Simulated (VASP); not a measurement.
A run of VASP 6.6.1 is set up as follows.

INCAR

```
SYSTEM = HfH3
PREC     = Accurate       ! precision mode
ENCUT    = 520            ! plane-wave cutoff, eV
EDIFF    = 1E-6           ! SCF threshold, eV
ISMEAR   = 1              ! smearing method
SIGMA    = 0.1            ! smearing width, eV
LREAL    = .FALSE.        ! projectors in reciprocal space
LASPH    = .TRUE.         ! aspherical terms in the spheres
NELM     = 100            ! most SCF steps
ALGO     = Normal         ! electronic algorithm
ISIF     = 2              ! what is computed and relaxed
LWAVE    = .FALSE.        ! write WAVECAR
LCHARG   = .FALSE.        ! write CHGCAR
GGA      = B5             ! functional
ALDAX    = 1.0          
AGGAX    = 1.0          
AGGAC    = 1.0          
ALDAC    = 0.0          
IVDW     = 12             ! dispersion correction
VDW_S6   = 1.0          
VDW_S8   = 2.6996       
VDW_A1   = 0.4298       
VDW_A2   = 4.2359       
NBANDS   = 14             ! bands
```

Contents of KPOINTS:

```
Automatic mesh
0
G
  12 12 12
  0 0 0
```

Contents of POSCAR:

```
HfH3
1.0
   -1.5162140478      1.5162140478      2.9651360505
    1.5162140478     -1.5162140478      2.9651360505
    1.5162140478      1.5162140478     -2.9651360505
Hf H
1 3
Direct
    0.0000000000      0.0000000000      0.0000000000
    0.7500000000      0.2500000000      0.5000000000
    0.2500000000      0.7500000000      0.5000000000
    0.5000000000      0.5000000000      0.0000000000
```

Potentials or basis: VASP PAW PBE potentials, release 64 (Hf_pv, H).

Launch:

```console
$ cat potpaw_PBE.64/Hf_pv/POTCAR potpaw_PBE.64/H/POTCAR > POTCAR
$ mpirun -np 1 vasp_std > vasp.out
```

Question: What does it give for the pressure?

Answer: -0.8 GPa.

Question: What does it give for the dispersion energy per atom?

Answer: -0.460 eV.

Question: What does it give for the band gap on the k mesh?

Answer: Zero (an odd number of electrons rules out a gap without spin polarisation).

Stress tensor (GPa, compression positive):
```
-0.72  0.00  0.00
 0.00 -0.72  0.00
 0.00  0.00 -0.94
```

Caveat: the PAW data sets were made with another functional, which shifts forces and pressure a little; spin-orbit coupling is left out, which moves the levels of the heavy elements; an odd number of electrons without spin polarisation forces a metal; a magnetic or distorted state may lie lower.
